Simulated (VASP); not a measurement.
# MgO (P-6m2) in VASP: settings compared

The runs below take MgO through relaxation of cell and atoms, with r2SCAN, r2SCAN+D3(BJ).

Everything below comes from runs of VASP 6.6.1. Logs are shortened: lines on timing, memory, paths and dates and some standing lists are left out, and cuts for length are marked.

### 1 The cell of the first run

Symmetry: P-6m2, No. 187, hexagonal system. Conventional cell: a = 2.938 Å, b = 2.938 Å, c = 2.680 Å, α = 90.00°, β = 90.00°, γ = 120.00°. Within 3.0 Å of Mg (site symmetry -6m2) lie 6 O at 2.16 Å and 8 Mg at 2.68 to 2.94 Å. Within 3.0 Å of O (site symmetry -6m2) lie 6 Mg at 2.16 Å and 8 O at 2.68 to 2.94 Å.

### 2 Relaxation of cell and atoms, r2SCAN

POSCAR reads:

```
MgO
1.0
    2.9380209034      0.0000000000      0.0000000000
   -1.4690104517      2.5444007392      0.0000000000
    0.0000000000      0.0000000000      2.6796800000
Mg O
1 1
Direct
    0.0000000000      0.0000000000      0.0000000000
    0.3333333333      0.6666666667      0.5000000000
```

INCAR.step1 reads:

```
SYSTEM = MgO
PREC = Accurate
ENCUT = 660
ISMEAR = -1
SIGMA = 0.05
LREAL = .False.
LASPH = .True.
NELM = 120
GGA = PE
ALGO = Normal
EDIFF = 1E-5
LWAVE = .True.
LCHARG = .False.
GGA_COMPAT = .False.
IBRION = 2
ISIF = 3
EDIFFG = -0.005
NELMIN = 4
NSW = 100
```

INCAR.step2 reads:

```
SYSTEM = MgO
PREC = Accurate
ENCUT = 660
EDIFF = 1E-7
ISMEAR = -1
SIGMA = 0.05
LREAL = .False.
LASPH = .True.
NELM = 120
ALGO = Normal
ISIF = 3
LWAVE = .False.
LCHARG = .False.
METAGGA = R2SCAN
LMIXTAU = .True.
IBRION = 2
NSW = 80
EDIFFG = -0.01
ISTART = 1
GGA_COMPAT = .False.
NELMIN = 4
```

KPOINTS reads:

```
Automatic mesh
0
Gamma
  10 10 10
  0 0 0
```

Potentials or basis: VASP PAW PBE potentials, release 64 (Mg, O).

On the command line:

```sh
> cat potpaw_PBE.64/Mg/POTCAR potpaw_PBE.64/O/POTCAR > POTCAR
> cp INCAR.step1 INCAR
> mpirun -np 1 vasp_std > vasp.out
> cp INCAR.step2 INCAR
> mpirun -np 1 vasp_std > vasp.out
```

OUTCAR:

```text
SYSTEM = MgO
   PREC = Accurate
   ENCUT = 660
   EDIFF = 1E-7
   ISMEAR = -1
   LREAL = .False.
   LASPH = .True.
   NELM = 120
   ISIF = 3
   METAGGA = R2SCAN
   IBRION = 2
   NSW = 80
   EDIFFG = -0.01
   ISTART = 1
   NELMIN = 4

 ion  position               nearest neighbor table
   1  0.000  0.000  0.000-   2 2.16   2 2.16   2 2.16   2 2.16   2 2.16   2 2.16
   2  0.333  0.667  0.500-   1 2.16   1 2.16   1 2.16   1 2.16   1 2.16   1 2.16

  LATTYP: Found a hexagonal cell.
 ALAT       =     2.9380209034
 C/A-ratio  =     0.9120697531

  Lattice vectors:

 A1 = (   2.9380209034,   0.0000000000,   0.0000000000)
 A2 = (  -1.4690104517,   2.5444007392,   0.0000000000)
 A3 = (   0.0000000000,   0.0000000000,   2.6796800000)

Analysis of symmetry for initial positions (statically):
=====================================================================
 Subroutine PRICEL returns:
 Original cell was already a primitive cell.

 Routine SETGRP: Setting up the symmetry group for a
 hexagonal supercell.

 Subroutine GETGRP returns: Found 12 space group operations
 (whereof 12 operations were pure point group operations)
 out of a pool of 24 trial point group operations.

The static configuration has the point symmetry D_3h.

Analysis of symmetry for dynamics (positions and initial velocities):
=====================================================================
 Subroutine PRICEL returns:
 Original cell was already a primitive cell.

 Routine SETGRP: Setting up the symmetry group for a
 hexagonal supercell.

 Subroutine GETGRP returns: Found 12 space group operations
 (whereof 12 operations were pure point group operations)
 out of a pool of 24 trial point group operations.

The dynamic configuration has the point symmetry D_3h.

 Subroutine INISYM returns: Found 12 space group operations
 (whereof 12 operations are pure point group operations),
 and found     1 'primitive' translations

----------------------------------------------------------------------------------------

                                     Primitive cell

  volume of cell :      20.0320

  direct lattice vectors                    reciprocal lattice vectors
     2.938020903  0.000000000  0.000000000     0.340365175  0.196509926  0.000000000
    -1.469010452  2.544400739  0.000000000     0.000000000  0.393019851  0.000000000
[... 92 lines left out ...]
   ISYM   =      2    0-nonsym 1-usesym 2-fastsym
   POTIM  = 0.5000    time-step for ionic-motion
   TEBEG  =    0.0;   TEEND  =   0.0 temperature during run
   PSTRESS=    0.0 pullay stress
   NELECT =       8.0000    total number of electrons
   NUPDOWN=      -1.0000    fix difference up-down
   EMIN   =  10.00;   EMAX   =-10.00  energy-range for DOS
   EFERMI =   0.00;   METHOD = LEGACY
   ISMEAR =    -1;   SIGMA  =   0.05  broadening in eV -4-tet -1-fermi 0-gaus
   EFERMI_NEDOS =   21; number of points for ismear=-14 and -15
   IALGO  =     38    algorithm
   IMIX   =      4    mixing-type and parameters
     AMIX     =   0.40;   BMIX     =  1.00
     AMIX_MAG =   1.60;   BMIX_MAG =  1.00
  volume/ion in A,a.u.               =      10.02        67.59
  Fermi-wavevector in a.u.,A,eV,Ry     =   1.205583  2.278221 19.775115  1.453430
  Thomas-Fermi vector in A             =   2.341275
   LORBIT       =      0    0 simple, 1 ext, 2 COOP (PROOUT), +10 PAW based schemes
   METAGGA = R2SCAN    functional components
   LHFCALC =     F    Hartree Fock is set to
   AEXX    =    0.0000 exact exchange contribution
   IVDW    =     0    specifies the selected vdW correction
   LEPSILON=     F    determine dielectric tensor
   LRPA    =     F    only Hartree local field effects (RPA)
 conjugate gradient relaxation of ions
 non-spin polarized calculation
  energy-cutoff  :      660.00
  volume of cell :       20.03
 maximum number of plane-waves:       790
 NGX is ok and might be reduce to    28
   NGX = 13   NGY = 13   NGZ = 11

--------------------------------------- Ionic step        1  -------------------------------------------

 number of electron       8.0000000 magnetization

 Free energy of the ion-electron system (eV)
  ---------------------------------------------------
  ext. energy  EPLUGINS =         0.00000000
  ---------------------------------------------------
  free energy    TOTEN  =       -15.40267168 eV

  energy without entropy =      -15.40267168  energy(sigma->0) =      -15.40267168

------------------------ aborting loop because EDIFF is reached ----------------------------------------

  FORCE on cell =-STRESS in cart. coord.  units (eV):
  Direction    XX          YY          ZZ          XY          YZ          ZX
  --------------------------------------------------------------------------------------
  -------------------------------------------------------------------------------------
  Total       -0.7662051     -0.7662051     -0.8976426      0.0000000      0.0000000     -0.0000000
  in kB      -61.2819124    -61.2819124    -71.7944204      0.0000000      0.0000000     -0.0000000
  external PRESSURE =     -64.7860817 kB  Pullay stress =       0.0000000 kB
[... 131 lines left out ...]
--------------------------------------- Ionic step        5  -------------------------------------------

 number of electron       8.0000001 magnetization

 Free energy of the ion-electron system (eV)
  ---------------------------------------------------
  ext. energy  EPLUGINS =         0.00000000
  ---------------------------------------------------
  free energy    TOTEN  =       -15.42108973 eV

  energy without entropy =      -15.42108973  energy(sigma->0) =      -15.42108973

 E-fermi :   4.3816     XC(G=0): -11.4392

 val. band max:        3.2668968784   @ k =   0.3000   0.3000   0.0000
 cond. band min:       7.3980113007   @ k =   0.0000   0.0000   0.0000
 fundamental gap:      4.1311144223
 Fermi energy:         4.3816149206

 k-point     1 :       0.0000    0.0000    0.0000
  band No.  band energies     occupation
      1     -15.3505      2.00000
      2       2.6282      2.00000
      3       2.6282      2.00000
      4       2.8520      2.00000
      5       7.3980      0.00000
      6      16.3253      0.00000
      7      20.2634      0.00000
      8      20.2634      0.00000
[... 243 lines left out ...]
 k-point    24 :       0.4000    0.1000    0.1000
  band No.  band energies     occupation
      1     -14.1868      2.00000
      2      -1.5063      2.00000
      3       1.5560      2.00000
      4       2.7592      2.00000
      5      11.4223      0.00000
      6      15.3004      0.00000
      7      18.1957      0.00000
      8      22.2056      0.00000

 [... further k-points ...]
[... 5 lines left out ...]
  --------------------------------------------------------------------------------------
  -------------------------------------------------------------------------------------
  Total        0.0017143      0.0017143      0.0025996      0.0000000      0.0000000      0.0000000
  in kB        0.1434043      0.1434043      0.2174566      0.0000000      0.0000000      0.0000000
  external PRESSURE =       0.1680884 kB  Pullay stress =       0.0000000 kB
[... 17 lines left out ...]
  FREE ENERGIE OF THE ION-ELECTRON SYSTEM (eV)
  ---------------------------------------------------
  free  energy   TOTEN  =       -15.4210897318 eV

  energy  without entropy=      -15.4210897318  energy(sigma->0) =      -15.42108973

 reached required accuracy - stopping structural energy minimisation
```

It took 2.7 min on 1 thread of Intel Xeon 6975P-C (Granite Rapids), shared host; peak memory 0.18 GiB.

Results:

| Quantity | Value |
| --- | --- |
| Free energy | -15.4211 eV |
| Relaxed volume | 9.58 Å³/atom |
| Relaxed cell | a = 2.893 Å, b = 2.893 Å, c = 2.642 Å, α = 90.00°, β = 90.00°, γ = 120.00° |
| Space group after relaxing (to 0.1 Å) | P-6m2 (No. 187) |
| Energy gained by relaxing | 9.2 meV/atom |
| Ionic steps | 5 |
| Pressure after relaxing | 0.0 GPa |
| Band gap on the k mesh | 4.13 eV (least direct gap 4.55 eV) |

Step by step:
```csv
step,energy change (eV),largest force (eV/Å),pressure (GPa),volume (Å³)
1,0.0000,0.0000,-6.48,20.03
2,-0.0158,0.0000,2.49,18.88
3,-0.0182,0.0000,-0.06,19.17
4,-0.0183,0.0000,0.06,19.14
5,-0.0184,0.0000,0.02,19.15
```

Final structure:
```yaml
crystal:
  lattice:
    - [2.89349, 0.00000, 0.00000]
    - [-1.44675, 2.50584, 0.00000]
    - [0.00000, 0.00000, 2.64161]
  atoms:
    - { symbol: Mg, position: [0.00000, 0.00000, 0.00000] }
    - { symbol: O, position: [0.33333, 0.66667, 0.50000] }
```

Caveat: the PAW data sets were made with another functional, which shifts forces and pressure a little.

### 3 Relaxation of cell and atoms, r2SCAN+D3(BJ)

POSCAR is that of step 2.

INCAR.step1 reads:

```
SYSTEM = MgO
PREC = Accurate
ENCUT = 660
ISMEAR = -1
SIGMA = 0.05
LREAL = .FALSE.
LASPH = .TRUE.
NELM = 120
GGA = PE
ALGO = Normal
EDIFF = 1E-5
LWAVE = .TRUE.
LCHARG = .FALSE.
GGA_COMPAT = .FALSE.
IBRION = 2
ISIF = 3
EDIFFG = -0.005
NELMIN = 4
NSW = 100
```

INCAR.step2 reads:

```
SYSTEM = MgO
PREC = Accurate
ENCUT = 660
EDIFF = 1E-7
ISMEAR = -1
SIGMA = 0.05
LREAL = .FALSE.
LASPH = .TRUE.
NELM = 120
ALGO = Normal
ISIF = 3
LWAVE = .FALSE.
LCHARG = .FALSE.
METAGGA = R2SCAN
LMIXTAU = .TRUE.
IVDW = 12
VDW_S6 = 1.0
VDW_S8 = 0.78981345
VDW_A1 = 0.49484001
VDW_A2 = 5.73083694
IBRION = 2
NSW = 80
EDIFFG = -0.01
ISTART = 1
GGA_COMPAT = .FALSE.
NELMIN = 4
```

KPOINTS reads:

```
regular mesh
0
G
  10 10 10
  0 0 0
```

Potentials or basis: VASP PAW PBE potentials, release 64 (Mg, O).

On the command line:

```sh
> cat potpaw_PBE.64/Mg/POTCAR potpaw_PBE.64/O/POTCAR > POTCAR
> cp INCAR.step1 INCAR
> mpirun -np 1 vasp_std > vasp.out
> cp INCAR.step2 INCAR
> mpirun -np 1 vasp_std > vasp.out
```

Wall time 2.7 min (1 thread of Intel Xeon 6975P-C (Granite Rapids), shared host); peak memory 0.19 GiB.

Results (log left out):

| Quantity | Value |
| --- | --- |
| Free energy | -15.6938 eV |
| Relaxed volume | 9.44 Å³/atom |
| Relaxed cell | a = 2.878 Å, b = 2.878 Å, c = 2.630 Å, α = 90.00°, β = 90.00°, γ = 120.00° |
| Space group after relaxing (to 0.1 Å) | P-6m2 (No. 187) |
| Energy gained by relaxing | 16.3 meV/atom |
| Ionic steps | 5 |
| Pressure after relaxing | 0.0 GPa |
| Band gap on the k mesh | 4.26 eV (least direct gap 4.68 eV) |
| Dispersion energy per atom | -0.137 eV |

Step by step:
| step | energy change (eV) | largest force (eV/Å) | pressure (GPa) | volume (Å³) |
| --- | --- | --- | --- | --- |
| 1 | 0.0000 | 0.0000 | -8.59 | 20.03 |
| 2 | -0.0279 | 0.0000 | 3.48 | 18.51 |
| 3 | -0.0321 | 0.0000 | -0.06 | 18.90 |
| 4 | -0.0324 | 0.0000 | 0.07 | 18.86 |
| 5 | -0.0326 | 0.0000 | 0.02 | 18.87 |

Final structure:
```xyz
2
Lattice="2.8785 0.0000 0.0000 -1.4392 2.4928 0.0000 0.0000 0.0000 2.6304" Properties=species:S:1:pos:R:3 pbc="T T T"
Mg    0.0000    0.0000    0.0000
O     0.0000    1.6619    1.3152
```

Levels at points of the mesh, in eV from the valence-band top:
```tsv
k point	band 1	band 2	band 3	band 4	band 5	band 6	band 7	band 8
(0.00, 0.00, 0.00)	-18.69	-0.64	-0.64	-0.42	4.26	13.11	17.15	17.15
(0.50, 0.00, 0.00)	-17.56	-5.15	-1.41	-0.04	7.74	12.36	14.57	19.99
(0.00, 0.00, 0.50)	-17.52	-5.63	-0.09	-0.09	9.77	10.44	19.07	19.07
(0.50, 0.00, 0.50)	-16.73	-3.98	-3.61	-0.90	6.82	12.84	16.05	16.85
```

Caveat: the PAW data sets were made with another functional, which shifts forces and pressure a little. A k mesh can miss the band edges.
